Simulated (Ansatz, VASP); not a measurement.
# Cu in VASP and in Ansatz

```
CELL_PARAMETERS angstrom
2.47910 0.00000 0.00000
-1.23955 2.14696 0.00000
0.00000 0.00000 8.09316
ATOMIC_POSITIONS crystal
Cu 0.66667 0.33333 0.75000
Cu 0.00000 0.00000 0.50000
Cu 0.33333 0.66667 0.25000
Cu 0.00000 0.00000 0.00000
```

Alike in both runs: task single point; functional PBEsol; k mesh 12 × 12 × 4; occupations fermi-dirac, width 0.05 eV; no spin polarisation.

|  | VASP | Ansatz |
| --- | --- | --- |
| version | VASP 6.6.1 | Ansatz 0.2.0 |
| potentials or method | VASP PAW PBE potentials, release 64 (Cu_sv_GW) | Ansatz PAW |
| plane-wave cutoff (eV) | 700 | 420 |
| valence electrons in the cell | 76 | 76 |

```tsv
	VASP	Ansatz	Ansatz less VASP
gap on the k mesh at the Fermi level (eV)	none	none	-
pressure (GPa)	4.4	9.6	+5.11
traceless stress, the component that is largest in VASP (GPa)	-0.35	-0.35	+0.003
```

VASP's potentials were made for PBE, not for PBEsol. A gap of «none» marks a metal or a gap that the smearing closes. One of these differences is far larger than is usual between the two programs; its cause wasn't traced.
